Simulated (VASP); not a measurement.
# CuCl2 (P4/mmm) in VASP: a series of runs, part 2 of 2

VASP 6.6.1. The steps go on from the part before.

## Step 4: Single point, r2SCAN

This run uses another cell than the first one, of 31.18 Å³/atom.

Contents of POSCAR:

```
CuCl2
1.0
    4.6093106665      0.0000000000      0.0000000000
    0.0000000000      4.6093106665      0.0000000000
    0.0000000000      0.0000000000      4.4023945187
Cu Cl
1 2
Direct
    0.0000000000      0.0000000000      0.0000000000
    0.5000000000      0.0000000000      0.0000000000
    0.0000000000      0.5000000000      0.0000000000
```

Contents of INCAR.step1:

```
SYSTEM = CuCl2
PREC     = Accurate       ! precision mode
ENCUT    = 520            ! plane-wave cutoff, eV
ISMEAR   = 1              ! smearing method
SIGMA    = 0.15           ! smearing width, eV
LREAL    = .FALSE.        ! projectors in reciprocal space
LASPH    = .TRUE.         ! aspherical terms in the spheres
NELM     = 60             ! most SCF steps
NBANDS   = 20             ! bands
GGA      = PE             ! functional
ALGO     = Normal         ! electronic algorithm
EDIFF    = 1E-4           ! SCF threshold, eV
LWAVE    = .TRUE.         ! write WAVECAR
LCHARG   = .FALSE.        ! write CHGCAR
```

Contents of INCAR.step2:

```
SYSTEM = CuCl2
PREC     = Accurate       ! precision mode
ENCUT    = 520            ! plane-wave cutoff, eV
EDIFF    = 1E-6           ! SCF threshold, eV
ISMEAR   = 1              ! smearing method
SIGMA    = 0.15           ! smearing width, eV
LREAL    = .FALSE.        ! projectors in reciprocal space
LASPH    = .TRUE.         ! aspherical terms in the spheres
NELM     = 60             ! most SCF steps
ALGO     = Normal         ! electronic algorithm
ISIF     = 2              ! what is computed and relaxed
LWAVE    = .FALSE.        ! write WAVECAR
LCHARG   = .FALSE.        ! write CHGCAR
METAGGA  = R2SCAN         ! meta-GGA
LMIXTAU  = .TRUE.       
NBANDS   = 20             ! bands
ISTART   = 1
```

Contents of KPOINTS:

```
regular mesh
0
G
  7 7 7
  0 0 0
```

Potentials or basis: VASP PAW PBE potentials, release 64 (Cu, Cl).

Run with:

```
$ cat potpaw_PBE.64/Cu/POTCAR potpaw_PBE.64/Cl/POTCAR > POTCAR
$ cp INCAR.step1 INCAR
$ mpirun -np 1 vasp_std > vasp.out
$ cp INCAR.step2 INCAR
$ mpirun -np 1 vasp_std > vasp.out
```

OUTCAR:

```text
SYSTEM = CuCl2
   PREC = Accurate
   ENCUT = 520
   EDIFF = 1E-6
   ISMEAR = 1
   LREAL = .FALSE.
   LASPH = .TRUE.
   NELM = 60
   ISIF = 2
   METAGGA = R2SCAN
   ISTART = 1

 ion  position               nearest neighbor table
   1  0.000  0.000  0.000-   2 2.30   3 2.30   3 2.30   2 2.30
   2  0.500  0.000  0.000-   1 2.30   1 2.30
   3  0.000  0.500  0.000-   1 2.30   1 2.30

  LATTYP: Found a simple tetragonal cell.
 ALAT       =     4.6093106665
 C/A-ratio  =     0.9551090905

  Lattice vectors:

 A1 = (   4.6093106665,   0.0000000000,   0.0000000000)
 A2 = (   0.0000000000,   4.6093106665,   0.0000000000)
 A3 = (   0.0000000000,   0.0000000000,   4.4023945187)

Analysis of symmetry for initial positions (statically):
=====================================================================
 Subroutine PRICEL returns:
 Original cell was already a primitive cell.

 Routine SETGRP: Setting up the symmetry group for a
 simple tetragonal supercell.

 Subroutine GETGRP returns: Found 16 space group operations
 (whereof 16 operations were pure point group operations)
 out of a pool of 16 trial point group operations.

The static configuration has the point symmetry D_4h.

Analysis of symmetry for dynamics (positions and initial velocities):
=====================================================================
 Subroutine PRICEL returns:
 Original cell was already a primitive cell.

 Routine SETGRP: Setting up the symmetry group for a
 simple tetragonal supercell.

 Subroutine GETGRP returns: Found 16 space group operations
 (whereof 16 operations were pure point group operations)
 out of a pool of 16 trial point group operations.

The dynamic configuration has the point symmetry D_4h.

[... 114 lines left out ...]
   EFERMI =   0.00;   METHOD = LEGACY
   ISMEAR =     1;   SIGMA  =   0.15  broadening in eV -4-tet -1-fermi 0-gaus
   EFERMI_NEDOS =   21; number of points for ismear=-14 and -15
   IALGO  =     38    algorithm
   IMIX   =      4    mixing-type and parameters
     AMIX     =   0.40;   BMIX     =  1.00
     AMIX_MAG =   1.60;   BMIX_MAG =  1.00
  volume/ion in A,a.u.               =      31.18       210.40
  Fermi-wavevector in a.u.,A,eV,Ry     =   1.054552  1.992814 15.130756  1.112079
  Thomas-Fermi vector in A             =   2.189716
   LORBIT       =      0    0 simple, 1 ext, 2 COOP (PROOUT), +10 PAW based schemes
   METAGGA = R2SCAN    functional components
   LHFCALC =     F    Hartree Fock is set to
   AEXX    =    0.0000 exact exchange contribution
   IVDW    =     0    specifies the selected vdW correction
   LEPSILON=     F    determine dielectric tensor
   LRPA    =     F    only Hartree local field effects (RPA)
 non-spin polarized calculation
 Methfessel and Paxton  Order N= 1 SIGMA  =   0.15
  energy-cutoff  :      520.00
  volume of cell :       93.53
 maximum number of plane-waves:      2536
 NGX is ok and might be reduce to    36
   NGX = 17   NGY = 17   NGZ = 17

 number of electron      24.9999995 magnetization

 Free energy of the ion-electron system (eV)
  ---------------------------------------------------
  ext. energy  EPLUGINS =         0.00000000
  ---------------------------------------------------
  free energy    TOTEN  =       -24.14194686 eV

  energy without entropy =      -24.13186082  energy(sigma->0) =      -24.13858484

 E-fermi :  -1.6232     XC(G=0):  -7.5376

 val. band max:       -1.6340599135   @ k =   0.4286   0.1429   0.2857
 cond. band min:      -1.6112588284   @ k =   0.4286   0.1429   0.4286
 fundamental gap:      0.0228010851
 Fermi energy:        -1.6232437862

 k-point     1 :       0.0000    0.0000    0.0000
  band No.  band energies     occupation
      1     -16.6290      2.00000
      2     -15.6198      2.00000
      3      -5.2865      2.00000
      4      -5.2865      2.00000
      5      -3.6626      2.00000
      6      -3.5274      2.00000
[... 541 lines left out ...]
     19      10.2456      0.00000
     20      10.6627      0.00000

 [... further k-points ...]

------------------------ aborting loop because EDIFF is reached ----------------------------------------

  FORCE on cell =-STRESS in cart. coord.  units (eV):
  Direction    XX          YY          ZZ          XY          YZ          ZX
  --------------------------------------------------------------------------------------
  -------------------------------------------------------------------------------------
  Total       -2.1632716     -2.1632716     -0.1528686      0.0000000     -0.0000000      0.0000000
  in kB      -37.0561852    -37.0561852     -2.6185930      0.0000000     -0.0000000      0.0000000
  external PRESSURE =     -25.5769878 kB  Pullay stress =       0.0000000 kB

 VOLUME and BASIS-vectors are now :
 -----------------------------------------------------------------------------
  energy-cutoff  :      520.00
  volume of cell :       93.53
      direct lattice vectors                 reciprocal lattice vectors
     4.609310666  0.000000000  0.000000000     0.216952181  0.000000000  0.000000000
     0.000000000  4.609310666  0.000000000     0.000000000  0.216952181  0.000000000
     0.000000000  0.000000000  4.402394519     0.000000000  0.000000000  0.227149111

 POSITION                                       TOTAL-FORCE (eV/Angst)
 -----------------------------------------------------------------------------------
      0.00000      0.00000      0.00000         0.000000      0.000000      0.000000
      2.30466      0.00000      0.00000         0.000000      0.000000      0.000000
      0.00000      2.30466      0.00000         0.000000      0.000000      0.000000
 -----------------------------------------------------------------------------------
    total drift:                                0.000000     -0.000000     -0.000000

  FREE ENERGIE OF THE ION-ELECTRON SYSTEM (eV)
  ---------------------------------------------------
  free  energy   TOTEN  =       -24.1419468552 eV

  energy  without entropy=      -24.1318608224  energy(sigma->0) =      -24.13858484
```

OUTCAR.step1:

```text
SYSTEM = CuCl2
   PREC = Accurate
   ENCUT = 520
   ISMEAR = 1
   LREAL = .FALSE.
   LASPH = .TRUE.
[... 778 lines left out ...]
      0.00000      0.00000      0.00000         0.000000      0.000000      0.000000
      2.30466      0.00000      0.00000         0.000000      0.000000      0.000000
      0.00000      2.30466      0.00000         0.000000      0.000000      0.000000
 -----------------------------------------------------------------------------------
    total drift:                               -0.000000     -0.000000     -0.000000

  FREE ENERGIE OF THE ION-ELECTRON SYSTEM (eV)
  ---------------------------------------------------
  free  energy   TOTEN  =        -8.2987173157 eV

  energy  without entropy=       -8.2952136048  energy(sigma->0) =       -8.29754941
```

OSZICAR.step1:

```text
N       E                     dE             d eps       ncg     rms          rms(c)
DAV:   1     0.206014144004E+03    0.20601E+03   -0.10444E+04  1600   0.118E+03
DAV:   2     0.178395051839E+02   -0.18817E+03   -0.17623E+03  1724   0.278E+02
DAV:   3    -0.942093693294E+01   -0.27260E+02   -0.26700E+02  2120   0.110E+02
DAV:   4    -0.106572445702E+02   -0.12363E+01   -0.12324E+01  1988   0.261E+01
DAV:   5    -0.107112549909E+02   -0.54010E-01   -0.53983E-01  2372   0.519E+00    0.108E+01
DAV:   6    -0.102177250150E+02    0.49353E+00   -0.24878E+01  2004   0.104E+02    0.102E+01
DAV:   7    -0.829392752416E+01    0.19238E+01   -0.78557E+00  2056   0.763E+01    0.283E+00
DAV:   8    -0.830079792432E+01   -0.68704E-02   -0.73114E-01  2160   0.599E+00    0.127E+00
DAV:   9    -0.829987637146E+01    0.92155E-03   -0.57360E-02  2096   0.590E+00    0.567E-01
DAV:  10    -0.830284428720E+01   -0.29679E-02   -0.38952E-02  2060   0.653E+00    0.588E-01
DAV:  11    -0.829887486099E+01    0.39694E-02   -0.20957E-02  2084   0.441E+00    0.148E-01
DAV:  12    -0.829880678264E+01    0.68078E-04   -0.11472E-03  2248   0.287E-01    0.127E-01
DAV:  13    -0.829885363088E+01   -0.46848E-04   -0.17900E-03  2272   0.115E+00    0.109E-01
DAV:  14    -0.829871603642E+01    0.13759E-03   -0.51963E-04  1700   0.534E-01    0.380E-02
DAV:  15    -0.829871731570E+01   -0.12793E-05   -0.71678E-05  1056   0.731E-02
   1 F= -.82987173E+01 E0= -.82975494E+01  d E =-.350371E-02
```

Run time: 1.9 min. Hardware: 1 thread of Intel Xeon 6975P-C (Granite Rapids), shared host; peak memory 0.25 GiB.

Results:

```
Free energy            : -24.1419 eV
Pressure               : -2.6 GPa
Band gap on the k mesh : zero (an odd number of electrons rules out a gap without spin polarisation)
```

Stress tensor (GPa, compression positive):
```
-3.71  0.00  0.00
 0.00 -3.71  0.00
 0.00  0.00 -0.26
```

Caveat: the PAW data sets were made with another functional, which shifts forces and pressure a little; an odd number of electrons without spin polarisation forces a metal; a magnetic or distorted state may lie lower. With open d or f shells a metallic result of r2SCAN can be an artefact of self-interaction; +U or a hybrid may open a gap.

## Step 5: Overview

```tsv
cell	gap on the mesh (eV)	pressure (GPa)
a = 4.551, b = 4.551, c = 4.346 Å, 3 atoms	none	-1.5
a = 4.580, b = 4.580, c = 4.375 Å, 3 atoms	none	-2.1
a = 4.609, b = 4.609, c = 4.402 Å, 3 atoms	none	-2.6
```

Alike in all rows: task single point; level r2SCAN; potentials or basis VASP PAW PBE potentials, release 64 (Cu, Cl); no spin polarisation; k mesh 7 × 7 × 7; cutoff (eV) 520; smearing methfessel-paxton 0.15 eV.

Caveats: the PAW data sets were made with another functional, which shifts forces and pressure a little; an odd number of electrons without spin polarisation forces a metal; a magnetic or distorted state may lie lower.

Total energies depend on the potentials used, so only differences within one code and one set of settings carry meaning.
